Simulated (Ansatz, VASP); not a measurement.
**Si in VASP and in Ansatz**

File INCAR:

```
SYSTEM = Si
PREC = Accurate
ENCUT = 520
EDIFF = 1E-6
ISMEAR = 0
SIGMA = 0.05
LREAL = .FALSE.
LASPH = .TRUE.
NELM = 100
ALGO = Normal
ISIF = 2
LWAVE = .FALSE.
LCHARG = .FALSE.
LDIPOL = .TRUE.
IDIPOL = 3
DIPOL = 0.5 0.5 0.500
GGA = PE
NBANDS = 16
```

The input KPOINTS:

```
regular mesh
0
G
  7 7 1
  0 0 0
```

POSCAR

```
Si
1.0
    3.8677060756      0.0000000000      0.0000000000
    0.0000000000      3.8677060756      0.0000000000
    0.0000000000      0.0000000000     19.1023217906
Si
4
Direct
    0.0000000000      0.5000000000      0.3926224300
    0.0000000000      0.0000000000      0.4642074767
    0.5000000000      0.0000000000      0.5357925233
    0.5000000000      0.5000000000      0.6073775700
```

Input for Ansatz:

```yaml
crystal:
  lattice:
    - [3.8677060756, 0.0, 0.0]
    - [0.0, 3.8677060756, 0.0]
    - [0.0, 0.0, 19.1023217906]
  atoms:
    - { symbol: Si, position: [0.0, 0.5, 0.39262243] }
    - { symbol: Si, position: [0.0, 0.0, 0.4642074767] }
    - { symbol: Si, position: [0.5, 0.0, 0.5357925233] }
    - { symbol: Si, position: [0.5, 0.5, 0.60737757] }
basis:
  ecutwfc: 420
kpoints:
  mp_grid: { grid: [7, 7, 1] }
hamiltonian:
  xc: pbe
scf:
  occupations: { method: gaussian, width: 0.05 }
  max_iter: 67
output:
  forces: true
  stress: true
  eigenvalues: true
  write_density: true
  write_potential: true
  elf: true
  volumetric_format: npy
efield:
  axis: 3
  dipole_correction: true
  ramp_width: 0.04
```

Alike in both runs: task single point; functional PBE; k mesh 7 × 7 × 1; occupations gaussian, width 0.05 eV; no spin polarisation.

|  | VASP | Ansatz |
| --- | --- | --- |
| version | VASP 6.6.1 | Ansatz 0.2.0 |
| potentials or method | VASP PAW PBE potentials, release 64 (Si), cutoff 520 eV | scalar-relativistic, plane waves, PAW |
| valence electrons in the cell | 16 | 16 |

```csv
,VASP,Ansatz,Ansatz less VASP
gap on the k mesh at the Fermi level (eV),none,none,-
rms of the force components (eV/Å),0.140,0.140,0.0000
```

Atom by atom the forces differ by 0.003 eV/Å (rms over components). A gap of «none» marks a metal or a gap that the smearing closes. With one functional, cell and mesh, what is left measures potentials, basis and numerics. Ansatz's warnings: xc potential rough in thin density.
